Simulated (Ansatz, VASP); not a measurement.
ZnO: VASP beside Ansatz

Contents of INCAR:

```
PREC = Accurate
ENCUT = 520
EDIFF = 1E-7
ISMEAR = 0
SIGMA = 0.05
LREAL = False
LASPH = True
NELM = 100
ALGO = Normal
ISIF = 2
LWAVE = False
LCHARG = False
GGA = PS
NBANDS = 26
```

Contents of KPOINTS:

```
regular mesh
0
Gamma
  9 9 6
```

File POSCAR:

```
ZnO
1.0
    3.2493987239      0.0000000000      0.0000000000
   -1.6246993619      2.8140618419      0.0000000000
    0.0000000000      0.0000000000      5.4639900000
Zn O
2 2
Direct
    0.3333333333      0.6666666667      0.0000000000
    0.6666666667      0.3333333333      0.5000000000
    0.3333333333      0.6666666667      0.3821000000
    0.6666666667      0.3333333333      0.8821000000
```

Input for Ansatz:

```yaml
crystal:
  lattice:
    - [3.2493987239, 0.0, 0.0]
    - [-1.6246993619, 2.8140618419, 0.0]
    - [0.0, 0.0, 5.46399]
  atoms:
    - { symbol: Zn, position: [0.3333333333, 0.6666666667, 0.0] }
    - { symbol: Zn, position: [0.6666666667, 0.3333333333, 0.5] }
    - { symbol: O, position: [0.3333333333, 0.6666666667, 0.3821] }
    - { symbol: O, position: [0.6666666667, 0.3333333333, 0.8821] }
basis:
  ecutwfc: 420
kpoints:
  mp_grid: { grid: [9, 9, 6] }
hamiltonian:
  xc: pbesol
scf:
  occupations: { method: gaussian, width: 0.05 }
output:
  forces: true
  stress: true
  eigenvalues: true
```

Change from the starting cell: strain +0.000 along x and y, +0.050 along z, atoms carried along.

Alike in both runs: task single point; functional PBEsol; k mesh 9 × 9 × 6; occupations gaussian, width 0.05 eV; no spin polarisation.

|  | VASP | Ansatz |
| --- | --- | --- |
| version | VASP 6.6.1 | Ansatz 0.2.0 |
| potentials or method | VASP PAW PBE potentials, release 64 (Zn, O), cutoff 520 eV | scalar-relativistic, plane waves, PAW |
| valence electrons in the cell | 36 | 36 |

|  | VASP | Ansatz | Ansatz less VASP |
| --- | --- | --- | --- |
| gap on the k mesh at the Fermi level (eV) | 0.55 | 0.57 | +0.017 |
| least direct gap on the mesh (eV) | 0.55 | 0.57 | +0.017 |
| pressure (GPa) | -6.2 | -6.9 | -0.76 |
| traceless stress, the component that is largest in VASP (GPa) | -5.30 | -5.06 | +0.237 |
| rms of the force components (eV/Å) | 0.155 | 0.141 | -0.0141 |

VASP's potentials were made for PBE, not for PBEsol. Atom by atom the forces differ by 0.014 eV/Å (rms over components).
